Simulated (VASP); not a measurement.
Here is a VASP 6.6.1 calculation.

File POSCAR:

```
VZn2As2O8
1.0
    5.1478384500      0.0000000000      0.0000000000
    0.4762106900      6.8100753800      0.0000000000
   -2.0512672200     -1.7821839900      4.6204025800
Zn V As O
2 1 2 8
Direct
    0.2332000000      0.1855000000      0.7420000000
    0.7668000000      0.8145000000      0.2580000000
    0.5000000000      0.5000000000      0.5000000000
    0.8607000000      0.2785000000      0.1360000000
    0.1393000000      0.7215000000      0.8640000000
    0.1800000000      0.3420000000      0.1230000000
    0.8200000000      0.6580000000      0.8770000000
    0.8920000000      0.1160000000      0.3390000000
    0.1080000000      0.8840000000      0.6610000000
    0.6500000000      0.1630000000      0.7550000000
    0.3500000000      0.8370000000      0.2450000000
    0.7480000000      0.5270000000      0.2830000000
    0.2520000000      0.4730000000      0.7170000000
```

The input INCAR.step1:

```
SYSTEM = VZn2As2O8
PREC = Accurate ; ENCUT = 520
ISMEAR = 0 ; SIGMA = 0.0859
LREAL = .False. ; LASPH = .True.
NELM = 80 ; NBANDS = 60
GGA = PE ; ALGO = Normal
EDIFF = 1E-4 ; LWAVE = .True.
LCHARG = .False.
```

Contents of INCAR.step2:

```
SYSTEM = VZn2As2O8
PREC = Accurate ; ENCUT = 520
EDIFF = 1E-7 ; ISMEAR = 0
SIGMA = 0.0859 ; LREAL = .False.
LASPH = .True. ; NELM = 80
ALGO = Normal ; ISIF = 2
LWAVE = .False. ; LCHARG = .False.
METAGGA = R2SCAN ; LMIXTAU = .True.
NBANDS = 60 ; ISTART = 1
```

The input KPOINTS:

```
Automatic mesh
0
Gamma
  4 3 4
  0 0 0.5
```

Potentials or basis: VASP PAW PBE potentials, release 64 (Zn, V_sv, As, O).

The run is started by

```console
$ cat potpaw_PBE.64/Zn/POTCAR potpaw_PBE.64/V_sv/POTCAR potpaw_PBE.64/As/POTCAR potpaw_PBE.64/O/POTCAR > POTCAR
$ cp INCAR.step1 INCAR
$ mpirun -np 1 vasp_std > vasp.out
$ cp INCAR.step2 INCAR
$ mpirun -np 1 vasp_std > vasp.out
```

(1) Predict the pressure.

(2) Estimate the band gap on the k mesh.

(3) What does it give for the largest force?

Answers

(1) -8.4 GPa.

(2) zero (an odd number of electrons rules out a gap without spin polarisation).

(3) 2.850 eV/Å.

Caveat: the stress differs along the axes, from -13 to -4 GPa; the PAW data sets were made with another functional, which shifts forces and pressure a little; an odd number of electrons without spin polarisation forces a metal; a magnetic or distorted state may lie lower; the run has no spin polarisation, though such a crystal can be magnetic; semilocal functionals often make such compounds metallic where correlation or magnetic order opens a gap, which also shifts bond lengths.
